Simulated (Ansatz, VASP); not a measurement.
**C: VASP beside Ansatz**

```xyz
4
Lattice="2.4665 0.0000 0.0000 -1.2333 2.1361 0.0000 0.7619 0.0000 8.4654" Properties=species:S:1:pos:R:3 pbc="T T T"
C     0.1905    0.0000    2.1164
C     0.5714    0.0000    6.3491
C     0.1905    1.4241    2.1164
C     1.8047    0.7120    6.3491
```

Change from the starting cell: shear of c along a, cell held, atoms relaxed: +9.0 %.

Alike in both runs: functional PBE; k mesh 24 × 24 × 6; occupations gaussian, width 0.1 eV; no spin polarisation.

Ansatz relaxed the structure, and its values are those at the end. VASP's run is a single point on that final structure, the one shown.

|  | VASP | Ansatz |
| --- | --- | --- |
| version | VASP 6.6.1 | Ansatz 0.2.0 |
| potentials or method | VASP PAW PBE potentials, release 64 (C), cutoff 520 eV | scalar-relativistic, plane waves, PAW |
| valence electrons in the cell | 16 | 16 |

|  | VASP | Ansatz | Ansatz less VASP |
| --- | --- | --- | --- |
| gap on the k mesh at the Fermi level (eV) | 0.01 | 0.01 | 0.000 |
| least direct gap on the mesh (eV) | 0.01 | 0.01 | 0.000 |
| pressure (GPa) | 0.4 | 0.0 | -0.35 |

Ansatz's warnings: stress scf threshold loose.
